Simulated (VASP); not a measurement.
A run of VASP 6.6.1 is set up as follows.

INCAR

```
PREC = Accurate
ENCUT = 520
EDIFF = 1E-6
ISMEAR = -1
SIGMA = 0.05
LREAL = False
LASPH = True
NELM = 100
ALGO = Normal
ISIF = 2
LWAVE = False
LCHARG = False
GGA = PS
IVDW = 12
NBANDS = 17
```

The input KPOINTS:

```
regular mesh
0
Gamma
  9 9 9
```

File POSCAR:

```
WS
1.0
    2.9499231434      0.0000000000      0.0000000000
    0.0000000000      2.9499231434      0.0000000000
    0.0000000000      0.0000000000      2.9499231434
W S
1 1
Direct
    0.5000000000      0.5000000000      0.5000000000
    0.0000000000      0.0000000000      0.0000000000
```

Potentials or basis: VASP PAW PBE potentials, release 64 (W_sv, S).

Run with:

```console
$ cat potpaw_PBE.64/W_sv/POTCAR potpaw_PBE.64/S/POTCAR > POTCAR
$ mpirun -np 1 vasp_std > vasp.out
```

Task: Estimate the dispersion energy per atom.

Result: -0.628 eV.

Task: Predict the pressure.

Result: 0.9 GPa.

Caveat: the PAW data sets were made with another functional, which shifts forces and pressure a little; pairwise dispersion overbinds metals, which lowers pressure and volume.
